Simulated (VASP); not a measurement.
A run of VASP 6.6.1 is set up as follows.

INCAR

```
PREC = Accurate
ENCUT = 600
EDIFF = 1E-7
ISMEAR = 0
SIGMA = 0.1
LREAL = F
LASPH = T
NELM = 120
ALGO = Normal
ISIF = 3
LWAVE = F
LCHARG = F
GGA = PE
IBRION = 2
NSW = 100
EDIFFG = -0.01
GGA_COMPAT = F
NELMIN = 4
```

File KPOINTS:

```
Automatic mesh
0
Gamma
  6 6 12
```

Contents of POSCAR:

```
Mg2Si3N3
1.0
    6.4513642035      0.0000000000      0.0000000000
   -3.2256821017      5.5870452893      0.0000000000
    0.0000000000      0.0000000000      2.7340882308
Mg Si N
2 3 3
Direct
    0.6666666667      0.3333333333      0.0000000000
    0.3333333333      0.6666666667      0.0000000000
    0.0000000000      0.2033861273      0.0000000000
    0.7966138727      0.7966138727      0.0000000000
    0.2033861273      0.0000000000      0.0000000000
    0.0000000000      0.3907500851      0.5000000000
    0.6092499149      0.6092499149      0.5000000000
    0.3907500851      0.0000000000      0.5000000000
```

Potentials or basis: VASP PAW PBE potentials, release 64 (Mg, Si, N).

Command:

```sh
$ cat potpaw_PBE.64/Mg/POTCAR potpaw_PBE.64/Si/POTCAR potpaw_PBE.64/N/POTCAR > POTCAR
$ mpirun -np 1 vasp_std > vasp.out
```

Problem. What does it give for the band gap on the k mesh?

Solution. Zero (an odd number of electrons rules out a gap without spin polarisation).

Problem. What does it give for the relaxed volume?

Solution. 12.41 Å³/atom.

Problem. Estimate the space group after relaxing (to 0.1 Å).

Solution. P-62m (No. 189).

Forces in eV/Å, atoms in the order of the input:
```
Mg   0.000  0.000  0.000
Mg   0.000  0.000  0.000
Si   0.002 -0.004  0.000
Si   0.002  0.004  0.000
Si  -0.004  0.000  0.000
N    0.002 -0.003  0.000
N    0.002  0.003  0.000
N   -0.004  0.000  0.000
```
